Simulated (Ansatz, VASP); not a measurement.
One calculation of SrTiO3, two programs

INCAR

```
PREC     = Accurate       # precision mode
ENCUT    = 520            # plane-wave cutoff, eV
EDIFF    = 1E-6           # SCF threshold, eV
ISMEAR   = 0              # smearing method
SIGMA    = 0.05           # smearing width, eV
LREAL    = False          # projectors in reciprocal space
LASPH    = True           # aspherical terms in the spheres
NELM     = 100            # most SCF steps
ALGO     = Normal         # electronic algorithm
ISIF     = 2              # what is computed and relaxed
LWAVE    = False          # write WAVECAR
LCHARG   = False          # write CHGCAR
GGA      = PE             # functional
NBANDS   = 28             # bands
```

File KPOINTS:

```
regular mesh
0
Gamma
  8 8 8
```

The input POSCAR:

```
SrTiO3
1.0
    3.9364094381      0.0000000000      0.0000000000
    0.0000000000      3.9364094381      0.0000000000
    0.0000000000      0.0000000000      3.9364094381
Sr Ti O
1 1 3
Direct
   -0.0205634587      0.0000000000      0.0000000000
    0.5453998628      0.5000000000      0.5000000000
   -0.0142234243      0.5000000000      0.5000000000
    0.4955052061      0.0000000000      0.5000000000
    0.4955052061      0.5000000000      0.0000000000
```

Input for Ansatz:

```yaml
crystal:
  lattice:
    - [3.9364094381, 0.0, 0.0]
    - [0.0, 3.9364094381, 0.0]
    - [0.0, 0.0, 3.9364094381]
  atoms:
    - { symbol: Sr, position: [-0.0205634587, 0.0, 0.0] }
    - { symbol: Ti, position: [0.5453998628, 0.5, 0.5] }
    - { symbol: O, position: [-0.0142234243, 0.5, 0.5] }
    - { symbol: O, position: [0.4955052061, 0.0, 0.5] }
    - { symbol: O, position: [0.4955052061, 0.5, 0.0] }
basis:
  ecutwfc: 520.0
kpoints:
  mp_grid: { grid: [8, 8, 8] }
hamiltonian:
  xc: pbe
  pseudopotentials: { kind: paw, azcp: { folder: soft_1 } }
scf:
  occupations: { method: gaussian, width: 0.05 }
output:
  forces: true
  stress: true
  eigenvalues: true
```

Change from the starting cell: mode 1 frozen in at -0.096 Å and mode 7 at -0.115 Å (largest displacements).

Alike in both runs: task single point; functional PBE; k mesh 8 × 8 × 8; occupations gaussian, width 0.05 eV; no spin polarisation.

|  | VASP | Ansatz |
| --- | --- | --- |
| version | VASP 6.6.1 | Ansatz 0.2.0 |
| potentials or method | VASP PAW PBE potentials, release 64 (Sr_sv, Ti_sv, O), cutoff 520 eV | scalar-relativistic, plane waves, PAW |
| valence electrons in the cell | 40 | 40 |

Ansatz gave:

| Item | Value |
| --- | --- |
| gap on the k mesh at the Fermi level (eV) | 1.92 |
| least direct gap on the mesh (eV) | 2.55 |
| pressure (GPa) | 4.3 |
| traceless stress, the component that is largest in VASP (GPa) | 5.78 |
| rms of the force components (eV/Å) | 0.750 |

Estimate VASP's values.

gap on the k mesh at the Fermi level (eV): 1.88; least direct gap on the mesh (eV): 2.52; pressure (GPa): 4.9; traceless stress, the component that is largest in VASP (GPa): 5.97; rms of the force components (eV/Å): 0.796.

Atom by atom the forces differ by 0.048 eV/Å (rms over components).
